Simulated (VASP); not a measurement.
Runs of VASP 6.6.1 on KBr. The structure is that of space group Immm (No. 71), or close to it. The cells are those of the table. 

| cell | gap on the mesh (eV) | pressure (GPa) |
| --- | --- | --- |
| a = 4.657, b = 4.802 Å, angles 59.0, 57.9, 59.0°, 2 atoms | 3.97 | -1.5 |
| a = 4.659, b = 4.860 Å, angles 58.6, 57.1, 58.6°, 2 atoms | 3.93 | -1.5 |
| a = 4.659, b = 4.423 Å, angles 61.7, 63.3, 61.7°, 2 atoms | 3.90 | -1.5 |
| a = 4.658, b = 4.831 Å, angles 58.8, 57.5, 58.8°, 2 atoms | (a) | -1.5 |

Alike in all rows: task single point; level LDA; potentials or basis VASP PAW LDA potentials, release 64 (K_sv, Br); no spin polarisation; k mesh 6 × 6 × 6; cutoff (eV) 520; smearing gaussian 0.05 eV.

Fill in the values left out.

(a) 3.95.

A k mesh can miss the band edges, and the runs leave out spin-orbit coupling on Br.
